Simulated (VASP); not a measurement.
# Co2W (P-62m) in VASP: further runs

Runs on Co2W. Level: PBE. Tasks: single point.

Everything below comes from runs of VASP 6.6.1. Logs are shortened: lines on timing, memory, paths and dates and some standing lists are left out, and cuts for length are marked.

## 1. The cell of the first run

It takes space group P-62m (No. 189, hexagonal). Conventional cell: a = 4.560 Å, b = 4.560 Å, c = 4.125 Å, α = 90.00°, β = 90.00°, γ = 120.00°. Co (site symmetry -62m) has 6 Co at 2.55 Å and 6 W at 2.63 Å within 3.4 Å. Co (site symmetry m2m) has 8 Co at 2.55 to 2.65 Å and 4 W at 2.57 Å within 3.4 Å. W (site symmetry -6) has 9 Co at 2.57 to 2.63 Å and 3 W at 2.63 Å within 3.4 Å.

## 2. Single point, PBE

INCAR reads:

```
PREC = Accurate
ENCUT = 520
EDIFF = 1E-6
ISMEAR = 0
SIGMA = 0.1
LREAL = False
LASPH = True
NELM = 100
ALGO = Fast
ISIF = 2
LWAVE = False
LCHARG = False
GGA = PE
NBANDS = 41
```

KPOINTS reads:

```
Automatic mesh
0
Gamma
  12 12 10
```

POSCAR reads:

```
Co2W
1.0
    4.5602332318      0.0000000000      0.0000000000
   -2.2801166159      3.9492778259      0.0000000000
    0.0000000000      0.0000000000      4.1247328919
Co W
4 2
Direct
    0.0000000000      0.0000000000      0.0000000000
    0.0000000000      0.3293286983      0.5000000000
    0.6706713017      0.6706713017      0.5000000000
    0.3293286983      0.0000000000      0.5000000000
    0.6666666667      0.3333333333      0.0000000000
    0.3333333333      0.6666666667      0.0000000000
```

Potentials or basis: VASP PAW PBE potentials, release 64 (Co, W_sv).

Command:

```sh
$ cat potpaw_PBE.64/Co/POTCAR potpaw_PBE.64/W_sv/POTCAR > POTCAR
$ mpirun -np 1 vasp_std > vasp.out
```

OUTCAR:

```text
PREC = Accurate
   ENCUT = 520
   EDIFF = 1E-6
   ISMEAR = 0
   LREAL = False
   LASPH = True
   NELM = 100
   ISIF = 2
   GGA = PE

 ion  position               nearest neighbor table
   1  0.000  0.000  0.000-   2 2.55   3 2.55   2 2.55   3 2.55   4 2.55   4 2.55   6 2.63   5 2.63
                             6 2.63   5 2.63   5 2.63   6 2.63
   2  0.000  0.329  0.500-   1 2.55   1 2.55   5 2.57   5 2.57   6 2.57   6 2.57   3 2.60   4 2.60
                             4 2.65   3 2.65   3 2.65   4 2.65
   3  0.671  0.671  0.500-   1 2.55   1 2.55   5 2.57   5 2.57   6 2.57   6 2.57   2 2.60   4 2.60
                             4 2.65   2 2.65   2 2.65   4 2.65
   4  0.329  0.000  0.500-   1 2.55   1 2.55   6 2.57   6 2.57   5 2.57   5 2.57   2 2.60   3 2.60
                             2 2.65   3 2.65   3 2.65   2 2.65
   5  0.667  0.333  0.000-   2 2.57   2 2.57   4 2.57   4 2.57   3 2.57   3 2.57   6 2.63   1 2.63
                             6 2.63   1 2.63   1 2.63   6 2.63
   6  0.333  0.667  0.000-   4 2.57   4 2.57   2 2.57   2 2.57   3 2.57   3 2.57   5 2.63   1 2.63
                             5 2.63   1 2.63   1 2.63   5 2.63

  LATTYP: Found a hexagonal cell.
 ALAT       =     4.5602332318
 C/A-ratio  =     0.9045004240

  Lattice vectors:

 A1 = (   4.5602332318,   0.0000000000,   0.0000000000)
 A2 = (  -2.2801166159,   3.9492778259,   0.0000000000)
 A3 = (   0.0000000000,   0.0000000000,   4.1247328919)

Analysis of symmetry for initial positions (statically):
=====================================================================
 Subroutine PRICEL returns:
 Original cell was already a primitive cell.

 Routine SETGRP: Setting up the symmetry group for a
 hexagonal supercell.

 Subroutine GETGRP returns: Found 12 space group operations
 (whereof 12 operations were pure point group operations)
 out of a pool of 24 trial point group operations.

The static configuration has the point symmetry D_3h.

Analysis of symmetry for dynamics (positions and initial velocities):
=====================================================================
 Subroutine PRICEL returns:
 Original cell was already a primitive cell.

 Routine SETGRP: Setting up the symmetry group for a
 hexagonal supercell.

 Subroutine GETGRP returns: Found 12 space group operations
 (whereof 12 operations were pure point group operations)
 out of a pool of 24 trial point group operations.

The dynamic configuration has the point symmetry D_3h.

 Subroutine INISYM returns: Found 12 space group operations
 (whereof 12 operations are pure point group operations),
 and found     1 'primitive' translations

----------------------------------------------------------------------------------------

                                     Primitive cell

  volume of cell :      74.2849

  direct lattice vectors                    reciprocal lattice vectors
     4.560233232  0.000000000  0.000000000     0.219287030  0.126605426  0.000000000
    -2.280116616  3.949277826  0.000000000     0.000000000  0.253210851  0.000000000
     0.000000000  0.000000000  4.124732892     0.000000000  0.000000000  0.242439941

  length of vectors
     4.560233232  4.560233232  4.124732892     0.253210851  0.253210851  0.242439941

  position of ions in fractional coordinates (direct lattice)
     0.000000000  0.000000000  0.000000000
     0.000000000  0.329328698  0.500000000
     0.670671302  0.670671302  0.500000000
     0.329328698  0.000000000  0.500000000
     0.666666667  0.333333333  0.000000000
     0.333333333  0.666666667  0.000000000

  ion indices of the primitive-cell ions
   primitive index   ion index
                 1           1
                 2           2
                 3           3
                 4           4
                 5           5
                 6           6

----------------------------------------------------------------------------------------

 KPOINTS: Automatic mesh

Automatic generation of k-mesh.
 Grid dimensions read from file:
 generate k-points for:   12   12   10

 Generating k-lattice:

  Cartesian coordinates                     Fractional coordinates (reciprocal lattice)
     0.018273919  0.010550452  0.000000000     0.083333333  0.000000000  0.000000000
     0.000000000  0.021100904  0.000000000     0.000000000  0.083333333  0.000000000
     0.000000000  0.000000000  0.024243994     0.000000000  0.000000000  0.100000000

  Length of vectors
     0.021100904  0.021100904  0.024243994

  Shift w.r.t. Gamma in fractional coordinates (k-lattice)
     0.000000000  0.000000000  0.000000000

 Subroutine IBZKPT returns following result:
 ===========================================

 Found    114 irreducible k-points:

 Following reciprocal coordinates:
            Coordinates               Weight
  0.000000  0.000000  0.000000      1.000000
  0.083333  0.000000  0.000000      6.000000
  0.166667  0.000000  0.000000      6.000000
  0.250000  0.000000  0.000000      6.000000
  0.333333  0.000000  0.000000      6.000000
  0.416667  0.000000  0.000000      6.000000
[... 16 lines left out ...]
  0.250000  0.000000  0.100000     12.000000
  0.333333  0.000000  0.100000     12.000000
 [... further k-points ...]
   k-points           NKPTS =    114   k-points in BZ     NKDIM =    114   number of bands    NBANDS=     41
   number of dos      NEDOS =    301   number of ions     NIONS =      6
   total plane-waves  NPLWV =  41472
   dimension x,y,z NGX =    36 NGY =   36 NGZ =   32
   dimension x,y,z NGXF=    72 NGYF=   72 NGZF=   64
   ions per type =               4   2
   NGX,Y,Z   is equivalent  to a cutoff of  13.12, 13.12, 12.90 a.u.
   NGXF,Y,Z  is equivalent  to a cutoff of  26.25, 26.25, 25.79 a.u.
 SYSTEM =  unknown system
   PREC   = accura    normal or accurate (medium, high low for compatibility)
   ISTART =      0    job   : 0-new  1-cont  2-samecut
   ICHARG =      2    charge: 1-file 2-atom 10-const
   ISPIN  =      1    spin polarized calculation?
   LNONCOLLINEAR =      F non collinear calculations
   LSORBIT =      F    spin-orbit coupling
   LASPH  =      T    aspherical Exc in radial PAW
   ENCUT  =  520.0 eV  38.22 Ry    6.18 a.u.   8.48  8.48  7.67*2*pi/ulx,y,z
   NELM   =    100;   NELMIN=  2; NELMDL= -5     # of ELM steps
   EDIFF  = 0.1E-05   stopping-criterion for ELM
   LREAL  =      F    real-space projection
   EDIFFG = 0.1E-04   stopping-criterion for IOM
   NSW    =      0    number of steps for IOM
   IBRION =     -1    ionic relax: 0-MD 1-quasi-New 2-CG
   NFREE  =      0    steps in history (QN), initial steepest desc. (CG)
   ISIF   =      2    stress and relaxation
   ISYM   =      2    0-nonsym 1-usesym 2-fastsym
   POTIM  = 0.5000    time-step for ionic-motion
   TEBEG  =    0.0;   TEEND  =   0.0 temperature during run
   PSTRESS=    0.0 pullay stress
   NELECT =      64.0000    total number of electrons
   NUPDOWN=      -1.0000    fix difference up-down
   EMIN   =  10.00;   EMAX   =-10.00  energy-range for DOS
   EFERMI =   0.00;   METHOD = LEGACY
   ISMEAR =     0;   SIGMA  =   0.10  broadening in eV -4-tet -1-fermi 0-gaus
   EFERMI_NEDOS =   21; number of points for ismear=-14 and -15
   IALGO  =     68    algorithm
   IMIX   =      4    mixing-type and parameters
     AMIX     =   0.40;   BMIX     =  1.00
     AMIX_MAG =   1.60;   BMIX_MAG =  1.00
  volume/ion in A,a.u.               =      12.38        83.55
  Fermi-wavevector in a.u.,A,eV,Ry     =   1.557763  2.943745 33.016232  2.426625
  Thomas-Fermi vector in A             =   2.661366
   LORBIT       =      0    0 simple, 1 ext, 2 COOP (PROOUT), +10 PAW based schemes
   GGA     = PE    functional components
   LHFCALC =     F    Hartree Fock is set to
   AEXX    =    0.0000 exact exchange contribution
   IVDW    =     0    specifies the selected vdW correction
   LEPSILON=     F    determine dielectric tensor
   LRPA    =     F    only Hartree local field effects (RPA)
 non-spin polarized calculation
 RMM-DIIS sequential band-by-band and
 Gauss-broadening in eV      SIGMA  =   0.10
  energy-cutoff  :      520.00
  volume of cell :       74.28
 maximum number of plane-waves:      2061
 NGX is ok and might be reduce to    36
   NGX = 17   NGY = 17   NGZ = 15

 number of electron      64.0000021 magnetization

 Free energy of the ion-electron system (eV)
  ---------------------------------------------------
  ext. energy  EPLUGINS =         0.00000000
  ---------------------------------------------------
  free energy    TOTEN  =       -53.17463019 eV

  energy without entropy =      -53.14077677  energy(sigma->0) =      -53.15770348

 E-fermi :  10.6922     XC(G=0): -13.5545

 val. band max:       10.6901049569   @ k =   0.3333   0.3333   0.5000
 cond. band min:      10.6923938166   @ k =   0.2500   0.2500   0.2000
 fundamental gap:      0.0022888597
 Fermi energy:        10.6922163978

 k-point     1 :       0.0000    0.0000    0.0000
  band No.  band energies     occupation
      1     -63.1927      2.00000
      2     -63.0479      2.00000
      3     -27.8034      2.00000
      4     -27.8034      2.00000
      5     -27.5004      2.00000
      6     -27.2889      2.00000
[... 33 lines left out ...]
     40      13.4893      0.00000
     41      15.2966      0.00000

 k-point     2 :       0.0833    0.0000    0.0000
  band No.  band energies     occupation
      1     -63.1905      2.00000
      2     -63.0501      2.00000
      3     -27.8082      2.00000
      4     -27.7930      2.00000
      5     -27.4972      2.00000
      6     -27.2921      2.00000
[... 33 lines left out ...]
     40      13.7976      0.00000
     41      15.3451      0.00000

 k-point     3 :       0.1667    0.0000    0.0000
  band No.  band energies     occupation
      1     -63.1841      2.00000
      2     -63.0565      2.00000
      3     -27.8211      2.00000
      4     -27.7632      2.00000
      5     -27.4881      2.00000
      6     -27.3016      2.00000
[... 33 lines left out ...]
     40      14.5416      0.00000
     41      15.4231      0.00000

 k-point     4 :       0.2500    0.0000    0.0000
  band No.  band energies     occupation
      1     -63.1743      2.00000
      2     -63.0664      2.00000
      3     -27.8380      2.00000
      4     -27.7188      2.00000
      5     -27.4739      2.00000
      6     -27.3162      2.00000
[... 825 lines left out ...]
     40      14.2861      0.00000
     41      15.4379      0.00000

 k-point    23 :       0.2500    0.0000    0.1000
  band No.  band energies     occupation
      1     -63.1743      2.00000
      2     -63.0664      2.00000
      3     -27.8377      2.00000
      4     -27.7185      2.00000
      5     -27.4755      2.00000
      6     -27.3166      2.00000
[... 33 lines left out ...]
     40      15.0968      0.00000
     41      15.4014      0.00000

 k-point    24 :       0.3333    0.0000    0.1000
  band No.  band energies     occupation
      1     -63.1621      2.00000
      2     -63.0787      2.00000
      3     -27.8539      2.00000
      4     -27.6676      2.00000
      5     -27.4578      2.00000
      6     -27.3347      2.00000
[... 33 lines left out ...]
     40      14.8130      0.00000
     41      15.3228      0.00000

 [... further k-points ...]

------------------------ aborting loop because EDIFF is reached ----------------------------------------

  FORCE on cell =-STRESS in cart. coord.  units (eV):
  Direction    XX          YY          ZZ          XY          YZ          ZX
  --------------------------------------------------------------------------------------
  -------------------------------------------------------------------------------------
  Total        0.0344358      0.0344358     -0.1204436      0.0000000      0.0000000      0.0000000
  in kB        0.7427117      0.7427117     -2.5977289      0.0000000      0.0000000      0.0000000
  external PRESSURE =      -0.3707685 kB  Pullay stress =       0.0000000 kB

 VOLUME and BASIS-vectors are now :
 -----------------------------------------------------------------------------
  energy-cutoff  :      520.00
  volume of cell :       74.28
      direct lattice vectors                 reciprocal lattice vectors
     4.560233232  0.000000000  0.000000000     0.219287030  0.126605426  0.000000000
    -2.280116616  3.949277826  0.000000000     0.000000000  0.253210851  0.000000000
     0.000000000  0.000000000  4.124732892     0.000000000  0.000000000  0.242439941

 POSITION                                       TOTAL-FORCE (eV/Angst)
 -----------------------------------------------------------------------------------
      0.00000      0.00000      0.00000         0.000000     -0.000000     -0.000000
     -0.75091      1.30061      2.06237         0.003617     -0.006265      0.000000
      1.52921      2.64867      2.06237         0.003617      0.006265     -0.000000
      1.50182      0.00000      2.06237        -0.007234     -0.000000     -0.000000
      2.28012      1.31643      0.00000         0.000000     -0.000000     -0.000000
     -0.00000      2.63285      0.00000         0.000000     -0.000000     -0.000000
 -----------------------------------------------------------------------------------
    total drift:                                0.000002      0.000004      0.000000

  FREE ENERGIE OF THE ION-ELECTRON SYSTEM (eV)
  ---------------------------------------------------
  free  energy   TOTEN  =       -53.1746301916 eV

  energy  without entropy=      -53.1407767706  energy(sigma->0) =      -53.15770348
```

Run time: 3.8 min. Hardware: 1 thread of Intel Xeon Platinum 8559C (Emerald Rapids), shared host; peak memory 0.4 GiB.

Results:

| Quantity | Value |
| --- | --- |
| Free energy | -53.1746 eV |
| Pressure | 0.0 GPa |
| Largest force | 0.007 eV/Å |
| Band gap on the k mesh | zero (bands 32 and 33 overlap by 0.62 eV) |

Forces in eV/Å, atoms in the order of the input:
```
Co   0.000  0.000  0.000
Co   0.004 -0.006  0.000
Co   0.004  0.006  0.000
Co  -0.007  0.000  0.000
W    0.000  0.000  0.000
W    0.000  0.000  0.000
```

Caveat: spin-orbit coupling is left out, which moves the levels of the heavy elements; the run has no spin polarisation, though such a crystal can be magnetic.

## 3. Single point, PBE, collinear spin, ferromagnetic start

INCAR reads:

```
SYSTEM = Co2W
PREC = Accurate
ENCUT = 520
EDIFF = 1E-6
ISMEAR = 0
SIGMA = 0.1
LREAL = .False.
LASPH = .True.
NELM = 150
ALGO = Fast
ISIF = 2
LWAVE = .False.
LCHARG = .False.
ISPIN = 2
MAGMOM = 3 3 3 3 0 0
LORBIT = 11
LMAXMIX = 4
GGA = PE
NBANDS = 45
```

KPOINTS reads:

```
Automatic mesh
0
Gamma
  6 6 4
  0 0 0
```

POSCAR reads:

```
Co2W
1.0
    4.5588669790      0.0000000000      0.0000000000
   -2.2794334895      3.9480946163      0.0000000000
    0.0000000000      0.0000000000      4.1277428645
Co W
4 2
Direct
    0.0000000000      0.0000000000      0.0000000000
    0.0000000000      0.3304720416      0.5000000000
    0.6695279584      0.6695279584      0.5000000000
    0.3304720416      0.0000000000      0.5000000000
    0.6666666667      0.3333333333      0.0000000000
    0.3333333333      0.6666666667      0.0000000000
```

Potentials or basis: VASP PAW PBE potentials, release 64 (Co, W_sv).

Command:

```sh
$ cat potpaw_PBE.64/Co/POTCAR potpaw_PBE.64/W_sv/POTCAR > POTCAR
$ mpirun -np 1 vasp_std > vasp.out
```

Wall time 2.2 min (1 thread of Intel Xeon Platinum 8559C (Emerald Rapids), shared host); peak memory 0.28 GiB.

The run converged. Its results:

- Free energy: -53.1798 eV
- Pressure: 0.1 GPa
- Largest force: 0.050 eV/Å
- Net moment: 0.38 μB per cell
- Site moments: Co -0.09, +0.19 (each value once); W -0.03 μB
- Valence electrons inside the program's atomic spheres: Co 8.38, 8.32 (each value once); W 12.17

Forces in eV/Å, atoms in the order of the input:
```
Co   0.000  0.000  0.000
Co   0.025 -0.043  0.000
Co   0.025  0.043  0.000
Co  -0.050  0.000  0.000
W    0.000  0.000  0.000
W    0.000  0.000  0.000
```

Stress tensor (GPa, compression positive):
```
 0.25  0.00  0.00
 0.00  0.25  0.00
 0.00  0.00 -0.29
```

Levels at points of the mesh, in eV from the Fermi level:
Spin up:
| k point | band 28 | band 29 | band 30 | band 31 | band 32 | band 33 | band 34 | band 35 | band 36 | band 37 |
| --- | --- | --- | --- | --- | --- | --- | --- | --- | --- | --- |
| (0.00, 0.00, 0.00) | -1.11 | -1.11 | -0.28 | -0.28 | 0.41 | 0.63 | 0.63 | 0.66 | 0.76 | 0.76 |
| (0.50, 0.00, 0.00) | -1.16 | -1.06 | -0.70 | -0.55 | -0.52 | -0.22 | -0.06 | 0.60 | 0.92 | 1.81 |
| (0.00, 0.00, 0.50) | -1.69 | -0.77 | -0.77 | -0.77 | -0.77 | 0.30 | 0.30 | 0.36 | 0.36 | 0.93 |
| (0.50, 0.00, 0.50) | -1.01 | -0.79 | -0.50 | -0.33 | -0.01 | 0.16 | 0.22 | 0.68 | 1.60 | 1.63 |
Spin down:
| k point | band 28 | band 29 | band 30 | band 31 | band 32 | band 33 | band 34 | band 35 | band 36 | band 37 |
| --- | --- | --- | --- | --- | --- | --- | --- | --- | --- | --- |
| (0.00, 0.00, 0.00) | -0.98 | -0.98 | -0.18 | -0.18 | 0.54 | 0.64 | 0.73 | 0.73 | 0.80 | 0.80 |
| (0.50, 0.00, 0.00) | -1.11 | -0.98 | -0.63 | -0.33 | -0.30 | -0.11 | 0.21 | 0.59 | 0.96 | 1.82 |
| (0.00, 0.00, 0.50) | -1.59 | -0.71 | -0.71 | -0.68 | -0.68 | 0.43 | 0.43 | 0.43 | 0.43 | 0.95 |
| (0.50, 0.00, 0.50) | -0.94 | -0.63 | -0.37 | -0.33 | 0.24 | 0.26 | 0.26 | 0.68 | 1.64 | 1.65 |

Caveat: the k points lie up to 0.38 Å⁻¹ apart; spin-orbit coupling is left out, which moves the levels of the heavy elements.

## 4. Single point, PBE, collinear spin, ferromagnetic start

This run uses another cell than the first one, of 12.75 Å³/atom.

INCAR reads:

```
SYSTEM = Co2W
PREC = Accurate
ENCUT = 520
EDIFF = 1E-6
ISMEAR = 0
SIGMA = 0.1
LREAL = .FALSE.
LASPH = .TRUE.
NELM = 150
ALGO = Normal
ISIF = 2
LWAVE = .FALSE.
LCHARG = .FALSE.
ISPIN = 2
MAGMOM = 3 3 3 3 0 0
LORBIT = 11
LMAXMIX = 4
GGA = PE
NBANDS = 45
```

KPOINTS reads:

```
regular mesh
0
G
  6 6 4
  0 0 0
```

POSCAR reads:

```
Co2W
1.0
    4.5403329000      0.0000000000      0.0000000000
   -2.2701664500      3.9320436300      0.0000000000
    0.0000000000      0.0000000000      4.2854382400
Co W
4 2
Direct
    0.0000000000      0.0000000000      0.0000000000
    0.0000000000      0.3333333300      0.5000000000
    0.6666666700      0.6666666700      0.5000000000
    0.3333333300      0.0000000000      0.5000000000
    0.6666666700      0.3333333300      0.0000000000
    0.3333333300      0.6666666700      0.0000000000
```

Command:

```sh
$ cat potpaw_PBE.64/Co/POTCAR potpaw_PBE.64/W_sv/POTCAR > POTCAR
$ mpirun -np 1 vasp_std > vasp.out
```

Wall time 2.4 min (1 thread of Intel Xeon Platinum 8559C (Emerald Rapids), shared host); peak memory 0.29 GiB.

The run converged. Its results:

- Free energy: -53.0467 eV
- Pressure: -6.9 GPa
- Largest force: 0.059 eV/Å
- Band gap on the k mesh: zero (filled and empty bands overlap)
- Net moment: 0.00 μB per cell
- Valence electrons inside the program's atomic spheres: Co 8.34, 8.24 (each value once); W 12.12

Forces on the atoms (eV/Å):
```
Co   0.000  0.000  0.000
Co   0.030 -0.051  0.000
Co   0.030  0.051  0.000
Co  -0.059  0.000  0.000
W    0.000  0.000  0.000
W    0.000  0.000  0.000
```

Stress tensor (GPa, compression positive):
```
 -2.92   0.00   0.00
  0.00  -2.92   0.00
  0.00   0.00 -14.89
```

Levels at points of the mesh, in eV from the Fermi level:
Spin up:
```
           k point  band 30  band 31  band 32  band 33  band 34  band 35
(0.00, 0.00, 0.00)    -0.35    -0.35     0.19     0.36     0.58     0.58
(0.50, 0.00, 0.00)    -0.79    -0.42    -0.38    -0.35     0.13     0.57
(0.00, 0.00, 0.50)    -0.76    -0.73    -0.73     0.28     0.28     0.43
(0.50, 0.00, 0.50)    -0.37    -0.28     0.15     0.16     0.19     0.64
```
Spin down:
```csv
k point,band 29,band 30,band 31,band 32,band 33,band 34,band 35,band 36
"(0.00, 0.00, 0.00)",-0.84,-0.34,-0.34,0.19,0.36,0.58,0.58,0.58
"(0.50, 0.00, 0.00)",-0.94,-0.79,-0.41,-0.38,-0.35,0.13,0.57,0.77
"(0.00, 0.00, 0.50)",-0.76,-0.76,-0.73,-0.73,0.28,0.28,0.43,0.43
"(0.50, 0.00, 0.50)",-0.61,-0.37,-0.28,0.15,0.16,0.19,0.64,1.44
```

Caveat: the k points lie up to 0.37 Å⁻¹ apart, too coarse for converged energies and pressures of a metal; spin-orbit coupling is left out, which moves the levels of the heavy elements.
